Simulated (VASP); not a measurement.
# C in VASP: single point with PBE

Aim: the single point of C with PBE.

Program: VASP 6.6.1. These are calculated values, not measurements. Logs are shortened: lines on timing, memory, paths and dates and some standing lists are left out, and cuts for length are marked.

### 1 The cell of the first run

The cell holds a wire or tube with vacuum around it, 15 atoms: a = 14.100 Å, b = 14.700 Å, c = 2.451 Å, α = 90.00°, β = 90.00°, γ = 90.00°.

### 2 Single point, PBE, collinear spin

Contents of INCAR:

```
SYSTEM = C
  PREC = Accurate
  ENCUT = 520
  EDIFF = 1E-7
  ISMEAR = 0
  SIGMA = 0.05
  LREAL = Auto
  LASPH = .TRUE.
  NELM = 150
  ALGO = Normal
  ISIF = 2
  LWAVE = .FALSE.
  LCHARG = .FALSE.
  ISPIN = 2
  MAGMOM = 0.3 0.3 0.3 0.3 0.3 0.3 0.3 0.3 0.3 0.3 0.3 0.3 0.3 0.3 0.3
  LORBIT = 11
  GGA = PE
  NBANDS = 47
```

Contents of KPOINTS:

```
Automatic mesh
0
G
  1 1 13
  0 0 0
```

Contents of POSCAR:

```
C
1.0
   14.1000000000      0.0000000000      0.0000000000
    0.0000000000     14.7000000000      0.0000000000
    0.0000000000      0.0000000000      2.4511070298
C
15
Direct
    0.5000000000      0.4700809945      0.0000000000
    0.6417046633      0.5798290500      0.0000000000
    0.5545295723      0.3458853823      0.0000000000
    0.4055433990      0.6069991067      0.5000000000
    0.3931601398      0.3581600897      0.5000000000
    0.5000000000      0.6528358252      0.5000000000
    0.5000000000      0.5061225215      0.5000000000
    0.5944566010      0.6069991067      0.5000000000
    0.6068398602      0.3581600897      0.5000000000
    0.3290886229      0.4361382996      0.5000000000
    0.6709113771      0.4361382996      0.5000000000
    0.3214847386      0.4869897030      0.0000000000
    0.6785152614      0.4869897030      0.0000000000
    0.3582953367      0.5798290500      0.0000000000
    0.4454704277      0.3458853823      0.0000000000
```

Potentials or basis: VASP PAW PBE potentials, release 64 (C).

Run with:

```console
$ cat potpaw_PBE.64/C/POTCAR > POTCAR
$ mpirun -np 1 vasp_std > vasp.out
```

OUTCAR:

```text
SYSTEM = C
   PREC = Accurate
   ENCUT = 520
   EDIFF = 1E-7
   ISMEAR = 0
   LREAL = Auto
   LASPH = .TRUE.
   NELM = 150
   ISIF = 2
   ISPIN = 2
   LORBIT = 11
   GGA = PE

 ion  position               nearest neighbor table
   1  0.500  0.470  0.000-   7 1.34   7 1.34  15 1.98   3 1.98
   2  0.642  0.580  0.000-   8 1.45   8 1.45  13 1.46
   3  0.555  0.346  0.000-   9 1.44   9 1.44  15 1.54   1 1.98
   4  0.406  0.607  0.500-  14 1.45  14 1.45   6 1.49   7 1.99
   5  0.393  0.358  0.500-  15 1.44  15 1.44  10 1.46
   6  0.500  0.653  0.500-   4 1.49   8 1.49
   7  0.500  0.506  0.500-   1 1.34   1 1.34   8 1.99   4 1.99
   8  0.594  0.607  0.500-   2 1.45   2 1.45   6 1.49   7 1.99
   9  0.607  0.358  0.500-   3 1.44   3 1.44  11 1.46
  10  0.329  0.436  0.500-  12 1.44  12 1.44   5 1.46
  11  0.671  0.436  0.500-  13 1.44  13 1.44   9 1.46
  12  0.321  0.487  0.000-  10 1.44  10 1.44  14 1.46
  13  0.679  0.487  0.000-  11 1.44  11 1.44   2 1.46
  14  0.358  0.580  0.000-   4 1.45   4 1.45  12 1.46
  15  0.445  0.346  0.000-   5 1.44   5 1.44   3 1.54   1 1.98

  LATTYP: Found a simple orthorhombic cell.
 ALAT       =     2.4511070298
 B/A-ratio  =     5.7525027788
 C/A-ratio  =     5.9972901311

  Lattice vectors:

 A1 = (   0.0000000000,   0.0000000000,   2.4511070298)
 A2 = (  14.1000000000,   0.0000000000,   0.0000000000)
 A3 = (   0.0000000000,  14.7000000000,   0.0000000000)

Analysis of symmetry for initial positions (statically):
=====================================================================
 Subroutine PRICEL returns:
 Original cell was already a primitive cell.

 Routine SETGRP: Setting up the symmetry group for a
 simple orthorhombic supercell.

 Subroutine GETGRP returns: Found  4 space group operations
 (whereof  4 operations were pure point group operations)
 out of a pool of  8 trial point group operations.

The static configuration has the point symmetry C_2v.

Analysis of symmetry for dynamics (positions and initial velocities):
=====================================================================
 Subroutine PRICEL returns:
 Original cell was already a primitive cell.

 Routine SETGRP: Setting up the symmetry group for a
 simple orthorhombic supercell.

 Subroutine GETGRP returns: Found  4 space group operations
 (whereof  4 operations were pure point group operations)
 out of a pool of  8 trial point group operations.

The dynamic configuration has the point symmetry C_2v.

Analysis of structural, dynamic, and magnetic symmetry:
=====================================================================
 Subroutine PRICEL returns:
 Original cell was already a primitive cell.

 Routine SETGRP: Setting up the symmetry group for a
 simple orthorhombic supercell.

 Subroutine GETGRP returns: Found  4 space group operations
 (whereof  4 operations were pure point group operations)
 out of a pool of  8 trial point group operations.

The overall configuration has the point symmetry C_2v.

 Subroutine INISYM returns: Found  4 space group operations
 (whereof  4 operations are pure point group operations),
 and found     1 'primitive' translations

----------------------------------------------------------------------------------------

                                     Primitive cell

  volume of cell :     508.0410

  direct lattice vectors                    reciprocal lattice vectors
    14.100000000  0.000000000  0.000000000     0.070921986  0.000000000  0.000000000
     0.000000000 14.700000000  0.000000000     0.000000000  0.068027211  0.000000000
     0.000000000  0.000000000  2.451107030     0.000000000  0.000000000  0.407978920

  length of vectors
    14.100000000 14.700000000  2.451107030     0.070921986  0.068027211  0.407978920

  position of ions in fractional coordinates (direct lattice)
[... 89 lines left out ...]
   EDIFFG = 0.1E-05   stopping-criterion for IOM
   NSW    =      0    number of steps for IOM
   IBRION =     -1    ionic relax: 0-MD 1-quasi-New 2-CG
   NFREE  =      0    steps in history (QN), initial steepest desc. (CG)
   ISIF   =      2    stress and relaxation
   ISYM   =      2    0-nonsym 1-usesym 2-fastsym
   POTIM  = 0.5000    time-step for ionic-motion
   TEBEG  =    0.0;   TEEND  =   0.0 temperature during run
   PSTRESS=    0.0 pullay stress
   NELECT =      60.0000    total number of electrons
   NUPDOWN=      -1.0000    fix difference up-down
   EMIN   =  10.00;   EMAX   =-10.00  energy-range for DOS
   EFERMI =   0.00;   METHOD = LEGACY
   ISMEAR =     0;   SIGMA  =   0.05  broadening in eV -4-tet -1-fermi 0-gaus
   EFERMI_NEDOS =   21; number of points for ismear=-14 and -15
   IALGO  =     38    algorithm
   IMIX   =      4    mixing-type and parameters
     AMIX     =   0.40;   BMIX     =  1.00
     AMIX_MAG =   1.60;   BMIX_MAG =  1.00
  volume/ion in A,a.u.               =      33.87       228.56
  Fermi-wavevector in a.u.,A,eV,Ry     =   0.803204  1.517835  8.777610  0.645136
  Thomas-Fermi vector in A             =   1.911027
   LORBIT       =     11    0 simple, 1 ext, 2 COOP (PROOUT), +10 PAW based schemes
   GGA     = PE    functional components
   LHFCALC =     F    Hartree Fock is set to
   AEXX    =    0.0000 exact exchange contribution
   IVDW    =     0    specifies the selected vdW correction
   LEPSILON=     F    determine dielectric tensor
   LRPA    =     F    only Hartree local field effects (RPA)
 spin polarized calculation
 Gauss-broadening in eV      SIGMA  =   0.05
  energy-cutoff  :      520.00
  volume of cell :      508.04
 maximum number of plane-waves:     13767
 NGX is ok and might be reduce to   108
   NGX = 53   NGY = 55   NGZ =  9

 number of electron      60.0000008 magnetization       0.0000338

 number of electron      60.0000008 magnetization      -0.0000106

 Free energy of the ion-electron system (eV)
  ---------------------------------------------------
  ext. energy  EPLUGINS =         0.00000000
  ---------------------------------------------------
  free energy    TOTEN  =      -124.17805603 eV

  energy without entropy =     -124.17805603  energy(sigma->0) =     -124.17805603

 E-fermi :  -2.2486     XC(G=0):  -3.3205

 val. band max:       -2.5475101991   @ k =   0.0000   0.0000   0.3077
 cond. band min:      -1.9268308511   @ k =   0.0000   0.0000   0.3077
 fundamental gap:      0.6206793480
 Fermi energy:        -2.2486106186

 spin component 1

 k-point     1 :       0.0000    0.0000    0.0000
  band No.  band energies     occupation
      1     -23.0994      1.00000
      2     -21.7512      1.00000
      3     -21.4585      1.00000
      4     -19.8584      1.00000
      5     -19.7728      1.00000
      6     -18.5129      1.00000
[... 304 lines left out ...]
     41       4.7293      0.00000
     42       5.8102      0.00000
 Fermi energy:        -2.2486106186

 spin component 2

 k-point     1 :       0.0000    0.0000    0.0000
  band No.  band energies     occupation
      1     -23.0994      1.00000
      2     -21.7512      1.00000
      3     -21.4585      1.00000
      4     -19.8584      1.00000
      5     -19.7728      1.00000
      6     -18.5129      1.00000
[... 304 lines left out ...]
     41       4.7293      0.00000
     42       5.8102      0.00000
 [bands above 42 left out]

------------------------ aborting loop because EDIFF is reached ----------------------------------------

  FORCE on cell =-STRESS in cart. coord.  units (eV):
  Direction    XX          YY          ZZ          XY          YZ          ZX
  --------------------------------------------------------------------------------------
  -------------------------------------------------------------------------------------
  Total        0.2327087      0.2458777      0.6179104      0.0000000      0.0000000      0.0000000
  in kB        0.7338790      0.7754092      1.9486657      0.0000000      0.0000000      0.0000000
  external PRESSURE =       1.1526513 kB  Pullay stress =       0.0000000 kB

 VOLUME and BASIS-vectors are now :
 -----------------------------------------------------------------------------
  energy-cutoff  :      520.00
  volume of cell :      508.04
      direct lattice vectors                 reciprocal lattice vectors
    14.100000000  0.000000000  0.000000000     0.070921986  0.000000000  0.000000000
     0.000000000 14.700000000  0.000000000     0.000000000  0.068027211  0.000000000
     0.000000000  0.000000000  2.451107030     0.000000000  0.000000000  0.407978920

 POSITION                                       TOTAL-FORCE (eV/Angst)
 -----------------------------------------------------------------------------------
      7.05000      6.91019      0.00000         0.000000     -0.009152     -0.000000
      9.04804      8.52349      0.00000         0.017194      0.012419     -0.000000
      7.81887      5.08452      0.00000        -0.021585     -0.019163     -0.000000
      5.71816      8.92289      1.22555        -0.005774      0.019535      0.000000
      5.54356      5.26495      1.22555        -0.017832     -0.013168     -0.000000
      7.05000      9.59669      1.22555         0.000000      0.026492     -0.000000
      7.05000      7.44000      1.22555         0.000000      0.015502     -0.000000
      8.38184      8.92289      1.22555         0.005774      0.019535     -0.000000
      8.55644      5.26495      1.22555         0.017832     -0.013168     -0.000000
      4.64015      6.41123      1.22555        -0.021965     -0.017551      0.000000
      9.45985      6.41123      1.22555         0.021965     -0.017551     -0.000000
      4.53293      7.15875      0.00000        -0.029413      0.001508     -0.000000
      9.56707      7.15875      0.00000         0.029413      0.001508      0.000000
      5.05196      8.52349      0.00000        -0.017194      0.012419      0.000000
      6.28113      5.08452      0.00000         0.021585     -0.019163     -0.000000
 -----------------------------------------------------------------------------------
    total drift:                               -0.000000     -0.041749     -0.000000

  FREE ENERGIE OF THE ION-ELECTRON SYSTEM (eV)
  ---------------------------------------------------
  free  energy   TOTEN  =      -124.1780560270 eV

  energy  without entropy=     -124.1780560270  energy(sigma->0) =     -124.17805603

 total charge

# of ion       s       p       d       tot
------------------------------------------
    1        0.895   1.785   0.000   2.680
    2        0.855   1.724   0.000   2.580
    3        0.855   1.684   0.000   2.539
    4        0.852   1.692   0.000   2.544
    5        0.846   1.753   0.000   2.599
    6        0.859   1.461   0.000   2.320
    7        0.899   1.737   0.000   2.636
    8        0.852   1.692   0.000   2.544
    9        0.846   1.753   0.000   2.599
   10        0.855   1.736   0.000   2.591
   11        0.855   1.736   0.000   2.591
   12        0.854   1.740   0.000   2.594
   13        0.854   1.740   0.000   2.594
   14        0.855   1.724   0.000   2.580
   15        0.855   1.684   0.000   2.539
--------------------------------------------------
tot         12.887  25.641   0.000  38.529

 magnetization (x)

# of ion       s       p       d       tot
------------------------------------------
    1        0.000   0.000   0.000   0.000
    2        0.000   0.000   0.000   0.000
    3       -0.000   0.000   0.000   0.000
    4        0.000   0.000   0.000   0.000
    5        0.000   0.000   0.000   0.000
    6        0.000   0.000   0.000   0.000
    7        0.000   0.000   0.000   0.000
    8        0.000   0.000   0.000   0.000
    9        0.000   0.000   0.000   0.000
   10        0.000   0.000   0.000   0.000
   11        0.000   0.000   0.000   0.000
   12        0.000   0.000   0.000   0.000
   13        0.000   0.000   0.000   0.000
   14        0.000   0.000   0.000   0.000
   15       -0.000   0.000   0.000   0.000
--------------------------------------------------
tot          0.000   0.000   0.000   0.000
```

Run time: 9 min. Hardware: 1 thread of Intel Xeon Platinum 8259CL at 2.50GHz (Skylake/Cascade Lake), shared host; peak memory 0.73 GiB.

Results:

* Free energy: -124.1781 eV
* Largest force: 0.029 eV/Å
* Band gap on the k mesh: 0.62 eV
* Net moment: 0.00 μB per cell
* Valence electrons inside the program's atomic spheres: C 2.68, 2.58, 2.54, 2.60, 2.32, 2.64, 2.59 (each value once)

Forces on the atoms (eV/Å):
```
C    0.000 -0.009  0.000
C    0.017  0.012  0.000
C   -0.022 -0.019  0.000
C   -0.006  0.020  0.000
C   -0.018 -0.013  0.000
C    0.000  0.026  0.000
C    0.000  0.016  0.000
C    0.006  0.020  0.000
C    0.018 -0.013  0.000
C   -0.022 -0.018  0.000
C    0.022 -0.018  0.000
C   -0.029  0.002  0.000
C    0.029  0.002  0.000
C   -0.017  0.012  0.000
C    0.022 -0.019  0.000
```
